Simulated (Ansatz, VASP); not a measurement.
**Si in VASP and in Ansatz**

The input INCAR:

```
SYSTEM = Si
  ALGO = Normal
  EDIFF = 1E-7
  ENCUT = 520
  GGA = PE
  ISIF = 2
  ISMEAR = -1
  LASPH = .TRUE.
  LCHARG = .TRUE.
  LELF = .TRUE.
  LREAL = .FALSE.
  LVHAR = .TRUE.
  LWAVE = .FALSE.
  NBANDS = 8
  NELM = 60
  PREC = Accurate
  SIGMA = 0.05
```

File KPOINTS:

```
k-points
0
G
  17 17 17
  0 0 0
```

The input POSCAR:

```
Si
1.0
   -1.1810192418      1.1810192418      1.1810192418
    1.1810192418     -1.1810192418      1.1810192418
    1.1810192418      1.1810192418     -1.1810192418
Si
1
Direct
    0.0000000000      0.0000000000      0.0000000000
```

Input for Ansatz:

```yaml
crystal:
  lattice:
    - [-1.1810192418, 1.1810192418, 1.1810192418]
    - [1.1810192418, -1.1810192418, 1.1810192418]
    - [1.1810192418, 1.1810192418, -1.1810192418]
  atoms:
    - { symbol: Si, position: [0.0, 0.0, 0.0] }
kpoints:
  mp_grid: { grid: [17, 17, 17] }
scf:
  occupations: { method: fermi_dirac, width: 0.05 }
hamiltonian:
  xc: pbe
  pseudopotentials: { kind: all_electron, lapw: { basis_error: 0.001 } }
output:
  forces: true
  stress: true
  eigenvalues: true
  populations: true
```

Change from the starting cell: volume scaled by 0.45, LAPW.

Alike in both runs: task single point; functional PBE; k mesh 17 × 17 × 17; occupations fermi-dirac, width 0.05 eV; no spin polarisation.

```csv
,VASP,Ansatz
version,VASP 6.6.1,Ansatz 0.2.0
potentials or method,"VASP PAW PBE potentials, release 64 (Si), cutoff 520 eV","all-electron LAPW, scalar-relativistic"
```

|  | VASP | Ansatz | Ansatz less VASP |
| --- | --- | --- | --- |
| pressure (GPa) | 388.5 | 390.1 | +1.60 |

Both programs put the cell under a high pressure, so it lies far from rest at this level. Ansatz ran all-electron here, and VASP with PAW potentials.

Noted on VASP's run: the cell as given lies far from equilibrium.
